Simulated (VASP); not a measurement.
# Al2Pt (Fm-3m) in VASP: settings compared

Al2Pt is run at these levels: LDA, PBE; tasks: single point.

Everything below comes from runs of VASP 6.6.1. Logs are shortened: lines on timing, memory, paths and dates and some standing lists are left out, and cuts for length are marked.

## Step 1: The cell of the first run

The structure is cubic, space group Fm-3m (No. 225). The conventional cell has a = 5.949 Å, b = 5.949 Å, c = 5.949 Å, α = 90.00°, β = 90.00°, γ = 90.00°. Pt (site symmetry m-3m) has 8 Al at 2.58 Å within 3.4 Å. Al (site symmetry -43m) has 4 Pt at 2.58 Å and 6 Al at 2.97 Å within 3.4 Å.

## Step 2: Single point, LDA

Contents of INCAR:

```
SYSTEM = Al2Pt
PREC     = Accurate       ! precision mode
ENCUT    = 520            ! plane-wave cutoff, eV
EDIFF    = 1E-7           ! SCF threshold, eV
ISMEAR   = -1             ! smearing method
SIGMA    = 0.05           ! smearing width, eV
LREAL    = .False.        ! projectors in reciprocal space
LASPH    = .True.         ! aspherical terms in the spheres
NELM     = 60             ! most SCF steps
ALGO     = Fast           ! electronic algorithm
ISIF     = 2              ! what is computed and relaxed
LWAVE    = .False.        ! write WAVECAR
LCHARG   = .False.        ! write CHGCAR
NBANDS   = 15             ! bands
```

Contents of KPOINTS:

```
Automatic mesh
0
Gamma
  8 8 8
  0 0 0
```

Contents of POSCAR:

```
Al2Pt
1.0
    0.0000000000      2.9745701068      2.9745701068
    2.9745701068      0.0000000000      2.9745701068
    2.9745701068      2.9745701068      0.0000000000
Pt Al
1 2
Direct
    0.0000000000      0.0000000000      0.0000000000
    0.7500000000      0.7500000000      0.7500000000
    0.2500000000      0.2500000000      0.2500000000
```

Potentials or basis: VASP PAW LDA potentials, release 64 (Pt, Al).

The run is started by

```
cat potpaw_LDA.64/Pt/POTCAR potpaw_LDA.64/Al/POTCAR > POTCAR
mpirun -np 1 vasp_std > vasp.out
```

OUTCAR:

```text
SYSTEM = Al2Pt
   PREC = Accurate
   ENCUT = 520
   EDIFF = 1E-7
   ISMEAR = -1
   LREAL = .False.
   LASPH = .True.
   NELM = 60
   ISIF = 2

 ion  position               nearest neighbor table
   1  0.000  0.000  0.000-   2 2.58   2 2.58   2 2.58   2 2.58   3 2.58   3 2.58   3 2.58   3 2.58

   2  0.750  0.750  0.750-   1 2.58   1 2.58   1 2.58   1 2.58   3 2.97   3 2.97   3 2.97   3 2.97
                             3 2.97   3 2.97
   3  0.250  0.250  0.250-   1 2.58   1 2.58   1 2.58   1 2.58   2 2.97   2 2.97   2 2.97   2 2.97
                             2 2.97   2 2.97

  LATTYP: Found a face centered cubic cell.
 ALAT       =     5.9491402136

  Lattice vectors:

 A1 = (   0.0000000000,   2.9745701068,   2.9745701068)
 A2 = (   2.9745701068,   0.0000000000,   2.9745701068)
 A3 = (   2.9745701068,   2.9745701068,   0.0000000000)

Analysis of symmetry for initial positions (statically):
=====================================================================
 Subroutine PRICEL returns:
 Original cell was already a primitive cell.

 Routine SETGRP: Setting up the symmetry group for a
 face centered cubic supercell.

 Subroutine GETGRP returns: Found 48 space group operations
 (whereof 48 operations were pure point group operations)
 out of a pool of 48 trial point group operations.

The static configuration has the point symmetry O_h .

Analysis of symmetry for dynamics (positions and initial velocities):
=====================================================================
 Subroutine PRICEL returns:
 Original cell was already a primitive cell.

 Routine SETGRP: Setting up the symmetry group for a
 face centered cubic supercell.

 Subroutine GETGRP returns: Found 48 space group operations
 (whereof 48 operations were pure point group operations)
 out of a pool of 48 trial point group operations.

The dynamic configuration has the point symmetry O_h .

 Subroutine INISYM returns: Found 48 space group operations
 (whereof 48 operations are pure point group operations),
 and found     1 'primitive' translations

----------------------------------------------------------------------------------------

                                     Primitive cell

  volume of cell :      52.6384

  direct lattice vectors                    reciprocal lattice vectors
     0.000000000  2.974570107  2.974570107    -0.168091516  0.168091516  0.168091516
     2.974570107  0.000000000  2.974570107     0.168091516 -0.168091516  0.168091516
     2.974570107  2.974570107  0.000000000     0.168091516  0.168091516 -0.168091516

  length of vectors
     4.206677387  4.206677387  4.206677387     0.291143047  0.291143047  0.291143047

  position of ions in fractional coordinates (direct lattice)
     0.000000000  0.000000000  0.000000000
     0.750000000  0.750000000  0.750000000
     0.250000000  0.250000000  0.250000000

  ion indices of the primitive-cell ions
   primitive index   ion index
                 1           1
                 2           2
                 3           3

----------------------------------------------------------------------------------------

 KPOINTS: Automatic mesh

Automatic generation of k-mesh.
 Grid dimensions read from file:
 generate k-points for:    8    8    8

 Generating k-lattice:

  Cartesian coordinates                     Fractional coordinates (reciprocal lattice)
    -0.021011440  0.021011440  0.021011440     0.125000000  0.000000000  0.000000000
     0.021011440 -0.021011440  0.021011440     0.000000000  0.125000000  0.000000000
     0.021011440  0.021011440 -0.021011440     0.000000000  0.000000000  0.125000000

  Length of vectors
     0.036392881  0.036392881  0.036392881

  Shift w.r.t. Gamma in fractional coordinates (k-lattice)
     0.000000000  0.000000000  0.000000000

 Subroutine IBZKPT returns following result:
 ===========================================

 Found     29 irreducible k-points:

 Following reciprocal coordinates:
            Coordinates               Weight
  0.000000  0.000000  0.000000      1.000000
  0.125000  0.000000  0.000000      8.000000
  0.250000  0.000000  0.000000      8.000000
  0.375000  0.000000  0.000000      8.000000
  0.500000  0.000000  0.000000      4.000000
  0.125000  0.125000  0.000000      6.000000
[... 16 lines left out ...]
  0.500000  0.250000  0.125000     48.000000
 -0.375000  0.250000  0.125000     24.000000
 [... further k-points ...]
   k-points           NKPTS =     29   k-points in BZ     NKDIM =     29   number of bands    NBANDS=     15
   number of dos      NEDOS =    301   number of ions     NIONS =      3
   total plane-waves  NPLWV =  32768
   dimension x,y,z NGX =    32 NGY =   32 NGZ =   32
   dimension x,y,z NGXF=    64 NGYF=   64 NGZF=   64
   ions per type =               1   2
   NGX,Y,Z   is equivalent  to a cutoff of  12.65, 12.65, 12.65 a.u.
   NGXF,Y,Z  is equivalent  to a cutoff of  25.29, 25.29, 25.29 a.u.
 SYSTEM =  Al2Pt
   PREC   = accura    normal or accurate (medium, high low for compatibility)
   ISTART =      0    job   : 0-new  1-cont  2-samecut
   ICHARG =      2    charge: 1-file 2-atom 10-const
   ISPIN  =      1    spin polarized calculation?
   LNONCOLLINEAR =      F non collinear calculations
   LSORBIT =      F    spin-orbit coupling
   LASPH  =      T    aspherical Exc in radial PAW
   ENCUT  =  520.0 eV  38.22 Ry    6.18 a.u.   7.82  7.82  7.82*2*pi/ulx,y,z
   NELM   =     60;   NELMIN=  2; NELMDL= -5     # of ELM steps
   EDIFF  = 0.1E-06   stopping-criterion for ELM
   LREAL  =      F    real-space projection
   EDIFFG = 0.1E-05   stopping-criterion for IOM
   NSW    =      0    number of steps for IOM
   IBRION =     -1    ionic relax: 0-MD 1-quasi-New 2-CG
   NFREE  =      0    steps in history (QN), initial steepest desc. (CG)
   ISIF   =      2    stress and relaxation
   ISYM   =      2    0-nonsym 1-usesym 2-fastsym
   POTIM  = 0.5000    time-step for ionic-motion
   TEBEG  =    0.0;   TEEND  =   0.0 temperature during run
   PSTRESS=    0.0 pullay stress
   NELECT =      16.0000    total number of electrons
   NUPDOWN=      -1.0000    fix difference up-down
   EMIN   =  10.00;   EMAX   =-10.00  energy-range for DOS
   EFERMI =   0.00;   METHOD = LEGACY
   ISMEAR =    -1;   SIGMA  =   0.05  broadening in eV -4-tet -1-fermi 0-gaus
   EFERMI_NEDOS =   21; number of points for ismear=-14 and -15
   IALGO  =     68    algorithm
   IMIX   =      4    mixing-type and parameters
     AMIX     =   0.40;   BMIX     =  1.00
     AMIX_MAG =   1.60;   BMIX_MAG =  1.00
  volume/ion in A,a.u.               =      17.55       118.41
  Fermi-wavevector in a.u.,A,eV,Ry     =   1.100730  2.080077 16.484894  1.211605
  Thomas-Fermi vector in A             =   2.237145
   LORBIT       =      0    0 simple, 1 ext, 2 COOP (PROOUT), +10 PAW based schemes
   GGA     = CA    functional components
   LHFCALC =     F    Hartree Fock is set to
   AEXX    =    0.0000 exact exchange contribution
   IVDW    =     0    specifies the selected vdW correction
   LEPSILON=     F    determine dielectric tensor
   LRPA    =     F    only Hartree local field effects (RPA)
 non-spin polarized calculation
 RMM-DIIS sequential band-by-band and
  energy-cutoff  :      520.00
  volume of cell :       52.64
 maximum number of plane-waves:      1428
   NGX = 15   NGY = 15   NGZ = 15

 number of electron      16.0000000 magnetization

 Free energy of the ion-electron system (eV)
  ---------------------------------------------------
  ext. energy  EPLUGINS =         0.00000000
  ---------------------------------------------------
  free energy    TOTEN  =       -18.54297157 eV

  energy without entropy =      -18.53012763  energy(sigma->0) =      -18.53654960

 E-fermi :   7.4388     XC(G=0): -10.8006

 val. band max:        7.3586116199   @ k =   0.3750   0.2500   0.0000
 cond. band min:       7.4564158049   @ k =   0.2500   0.2500   0.0000
 fundamental gap:      0.0978041850
 Fermi energy:         7.4388136271

 k-point     1 :       0.0000    0.0000    0.0000
  band No.  band energies     occupation
      1      -2.6043      2.00000
      2       2.5042      2.00000
      3       2.5042      2.00000
      4       2.5042      2.00000
      5       3.8478      2.00000
      6       3.8478      2.00000
      7      10.1436      0.00000
      8      11.2854      0.00000
      9      11.2854      0.00000
     10      11.2854      0.00000
     11      12.7644      0.00000
     12      12.7644      0.00000
     13      12.7644      0.00000
     14      13.6853      0.00000
     15      13.6853      0.00000

 k-point     2 :       0.1250    0.0000    0.0000
  band No.  band energies     occupation
      1      -2.3935      2.00000
      2       2.3773      2.00000
      3       2.5726      2.00000
      4       2.5726      2.00000
      5       3.8260      2.00000
      6       3.8260      2.00000
      7       9.0738      0.00000
      8      10.5235      0.00000
      9      10.7100      0.00000
     10      10.7100      0.00000
     11      13.2884      0.00000
     12      13.3013      0.00000
     13      13.3013      0.00000
     14      13.4655      0.00000
     15      13.4655      0.00000

 k-point     3 :       0.2500    0.0000    0.0000
  band No.  band energies     occupation
      1      -1.7862      2.00000
      2       2.0788      2.00000
      3       2.7175      2.00000
      4       2.7175      2.00000
      5       3.8292      2.00000
      6       3.8292      2.00000
      7       6.5895      2.00000
      8       9.7246      0.00000
      9       9.7246      0.00000
     10      11.0007      0.00000
     11      12.7396      0.00000
     12      12.8675      0.00000
     13      12.8675      0.00000
     14      14.7176      0.00000
     15      14.7180      0.00000
[... 343 lines left out ...]
 k-point    23 :       0.5000    0.2500    0.1250
  band No.  band energies     occupation
      1      -0.3551      2.00000
      2       1.6651      2.00000
      3       2.7314      2.00000
      4       3.1268      2.00000
      5       3.7033      2.00000
      6       3.9308      2.00000
      7       4.7124      2.00000
      8       6.5947      2.00000
      9       8.0418      0.00001
     10      11.3578      0.00000
     11      12.4769      0.00000
     12      13.5364      0.00000
     13      14.4730      0.00000
     14      15.3198      0.00000
     15      16.8374      0.00000

 k-point    24 :      -0.3750    0.2500    0.1250
  band No.  band energies     occupation
      1       0.2728      2.00000
      2       1.4841      2.00000
      3       2.6811      2.00000
      4       3.1443      2.00000
      5       3.3769      2.00000
      6       4.0301      2.00000
      7       4.2819      2.00000
      8       6.4952      2.00000
      9       7.6027      0.07270
     10      11.2473      0.00000
     11      12.5493      0.00000
     12      14.2285      0.00000
     13      14.6133      0.00000
     14      15.7314      0.00000
     15      16.1512      0.00000

 [... further k-points ...]
[... 5 lines left out ...]
  --------------------------------------------------------------------------------------
  -------------------------------------------------------------------------------------
  Total       -1.9735275     -1.9735275     -1.9735275     -0.0000000     -0.0000000      0.0000000
  in kB      -60.0691009    -60.0691009    -60.0691009     -0.0000000     -0.0000000      0.0000000
  external PRESSURE =     -60.0691009 kB  Pullay stress =       0.0000000 kB

 VOLUME and BASIS-vectors are now :
 -----------------------------------------------------------------------------
  energy-cutoff  :      520.00
  volume of cell :       52.64
      direct lattice vectors                 reciprocal lattice vectors
     0.000000000  2.974570107  2.974570107    -0.168091516  0.168091516  0.168091516
     2.974570107  0.000000000  2.974570107     0.168091516 -0.168091516  0.168091516
     2.974570107  2.974570107  0.000000000     0.168091516  0.168091516 -0.168091516

 POSITION                                       TOTAL-FORCE (eV/Angst)
 -----------------------------------------------------------------------------------
      0.00000      0.00000      0.00000        -0.000000     -0.000000     -0.000000
      4.46186      4.46186      4.46186        -0.000000     -0.000000     -0.000000
      1.48729      1.48729      1.48729         0.000000      0.000000      0.000000
 -----------------------------------------------------------------------------------
    total drift:                                0.000000     -0.000000      0.000000

  FREE ENERGIE OF THE ION-ELECTRON SYSTEM (eV)
  ---------------------------------------------------
  free  energy   TOTEN  =       -18.5429715665 eV

  energy  without entropy=      -18.5301276320  energy(sigma->0) =      -18.53654960
```

It took 14 s on 1 thread of Intel Xeon Platinum 8488C (Sapphire Rapids), shared host; peak memory 0.16 GiB.

Results:

| Item | Value |
| --- | --- |
| Free energy | -18.5430 eV |
| Pressure | -6.0 GPa |
| Band gap on the k mesh | zero (band 8 reaches 11.29 eV, above the bottom of band 9 at 5.92 eV) |

Caveat: spin-orbit coupling is left out, which moves the levels of the heavy elements.

## Step 3: Single point, PBE

Contents of INCAR:

```
ALGO = Normal ; EDIFF = 1E-7
ENCUT = 520 ; GGA = PE
ISIF = 2 ; ISMEAR = -1
LASPH = T ; LCHARG = T
LELF = T ; LREAL = F
LVHAR = T ; LWAVE = F
NBANDS = 15 ; NELM = 60
PREC = Accurate ; SIGMA = 0.05
```

Contents of KPOINTS:

```
k-points
0
Gamma
  8 8 8
```

POSCAR is that of step 2.

Potentials or basis: VASP PAW PBE potentials, release 64 (Pt, Al).

The run is started by

```
cat potpaw_PBE.64/Pt/POTCAR potpaw_PBE.64/Al/POTCAR > POTCAR
mpirun -np 1 vasp_std > vasp.out
```

Wall time 13 s (1 thread of Intel Xeon Platinum 8488C (Sapphire Rapids), shared host); peak memory 0.18 GiB.

The run converged. Its results:

| Item | Value |
| --- | --- |
| Free energy | -16.2451 eV |
| Pressure | -0.3 GPa |
| Band gap on the k mesh | zero (band 8 reaches 11.48 eV, above the bottom of band 9 at 6.10 eV) |

Levels at points of the mesh, in eV from the Fermi level:
```csv
k point,band 5,band 6,band 7,band 8,band 9,band 10,band 11,band 12
"(0.00, 0.00, 0.00)",-3.58,-3.58,2.84,3.84,3.84,3.84,5.33,5.33
"(0.50, 0.00, 0.00)",-3.61,-3.37,-3.37,1.05,1.05,3.76,5.10,5.10
"(0.50, 0.50, 0.00)",-3.67,-3.32,-3.10,-1.54,-1.54,3.04,3.39,8.09
```

Caveat: spin-orbit coupling is left out, which moves the levels of the heavy elements.

## Step 4: Single point, LDA

This run uses another cell than the first one, of 17.89 Å³/atom, 1.020 times its volume.

Contents of INCAR:

```
SYSTEM = Al2Pt
ALGO = Normal ; EDIFF = 1E-6
ENCUT = 520 ; GGA = CA
ISIF = 2 ; ISMEAR = -1
LASPH = .True. ; LCHARG = .False.
LREAL = .False. ; LWAVE = .False.
NBANDS = 15 ; NELM = 100
PREC = Accurate ; SIGMA = 0.05
```

Contents of KPOINTS:

```
k-points
0
Gamma
  8 8 8
  0 0 0
```

Contents of POSCAR:

```
Al2Pt
1.0
    0.0000000000      2.9938860383      2.9938860383
    2.9938860383      0.0000000000      2.9938860383
    2.9938860383      2.9938860383      0.0000000000
Pt Al
1 2
Direct
    0.0000000000      0.0000000000      0.0000000000
    0.7500000000      0.7500000000      0.7500000000
    0.2500000000      0.2500000000      0.2500000000
```

Potentials or basis: VASP PAW LDA potentials, release 64 (Pt, Al).

The run is started by

```
cat potpaw_LDA.64/Pt/POTCAR potpaw_LDA.64/Al/POTCAR > POTCAR
mpirun -np 1 vasp_std > vasp.out
```

Wall time 12 s (1 thread of Intel Xeon Platinum 8488C (Sapphire Rapids), shared host); peak memory 0.16 GiB.

Results (log left out):

- Free energy: -18.4972 eV
- Pressure: -8.2 GPa
- Band gap on the k mesh: zero (band 8 reaches 11.05 eV, above the bottom of band 9 at 5.74 eV)

Levels at points of the mesh, in eV from the Fermi level:
```tsv
k point	band 5	band 6	band 7	band 8	band 9	band 10	band 11	band 12
(0.00, 0.00, 0.00)	-3.51	-3.51	2.56	3.83	3.83	3.83	5.22	5.22
(0.50, 0.00, 0.00)	-3.57	-3.31	-3.31	1.06	1.06	3.66	4.97	5.03
(0.50, 0.50, 0.00)	-3.63	-3.27	-3.05	-1.48	-1.48	2.86	3.35	8.11
```

Caveat: spin-orbit coupling is left out, which moves the levels of the heavy elements.

## Step 5: Single point, LDA

This run uses another cell than the first one, of 18.23 Å³/atom, 1.039 times its volume.

Contents of INCAR:

```
SYSTEM = Al2Pt
PREC = Accurate ; ENCUT = 520
EDIFF = 1E-7 ; ISMEAR = -1
SIGMA = 0.05 ; LREAL = .False.
LASPH = .True. ; NELM = 100
ALGO = Normal ; ISIF = 2
LWAVE = .False. ; LCHARG = .True.
LELF = .True. ; LVHAR = .True.
NBANDS = 15
```

Contents of KPOINTS:

```
regular mesh
0
Gamma
  8 8 8
  0 0 0
```

Contents of POSCAR:

```
Al2Pt
1.0
    0.0000000000      3.0129558903      3.0129558903
    3.0129558903      0.0000000000      3.0129558903
    3.0129558903      3.0129558903      0.0000000000
Pt Al
1 2
Direct
    0.0000000000      0.0000000000      0.0000000000
    0.7500000000      0.7500000000      0.7500000000
    0.2500000000      0.2500000000      0.2500000000
```

The run is started by

```
cat potpaw_LDA.64/Pt/POTCAR potpaw_LDA.64/Al/POTCAR > POTCAR
mpirun -np 1 vasp_std > vasp.out
```

Wall time 13 s (1 thread of Intel Xeon Platinum 8488C (Sapphire Rapids), shared host); peak memory 0.16 GiB.

The run converged. Its results:

```yaml
Free_energy: -18.4382 eV
Pressure: -10.2 GPa
Band_gap_on_the_k_mesh: zero (band 8 reaches 10.81 eV, above the bottom of band 9 at 5.56 eV)
```

Levels at points of the mesh, in eV from the Fermi level:
```
           k point  band 4  band 5  band 6  band 7  band 8  band 9  band 10  band 11  band 12  band 13
(0.00, 0.00, 0.00)   -4.73   -3.43   -3.43    2.42    3.82    3.82     3.82     5.12     5.12     5.12
(0.50, 0.00, 0.00)   -4.42   -3.51   -3.25   -3.25    1.06    1.06     3.62     4.80     4.95     4.95
(0.50, 0.50, 0.00)   -3.56   -3.56   -3.21   -2.99   -1.44   -1.44     2.74     3.32     8.10    10.19
```

Caveat: spin-orbit coupling is left out, which moves the levels of the heavy elements.

## Step 6: The runs side by side

```csv
level,potentials or basis,cell,gap on the mesh (eV),pressure (GPa)
LDA,"VASP PAW LDA potentials, release 64 (Pt, Al)","a = 4.207 Å, angles 60.0°, 3 atoms",none,-6.0
PBE,"VASP PAW PBE potentials, release 64 (Pt, Al)","a = 4.207 Å, angles 60.0°, 3 atoms",none,-0.3
LDA,"VASP PAW LDA potentials, release 64 (Pt, Al)","a = 4.234 Å, angles 60.0°, 3 atoms",none,-8.2
LDA,"VASP PAW LDA potentials, release 64 (Pt, Al)","a = 4.261 Å, angles 60.0°, 3 atoms",none,-10.2
```

Alike in all rows: task single point; no spin polarisation; k mesh 8 × 8 × 8; cutoff (eV) 520; smearing fermi-dirac 0.05 eV.

Caveats: spin-orbit coupling is left out, which moves the levels of the heavy elements.

Total energies depend on the potentials used, so only differences within one code and one set of settings carry meaning.
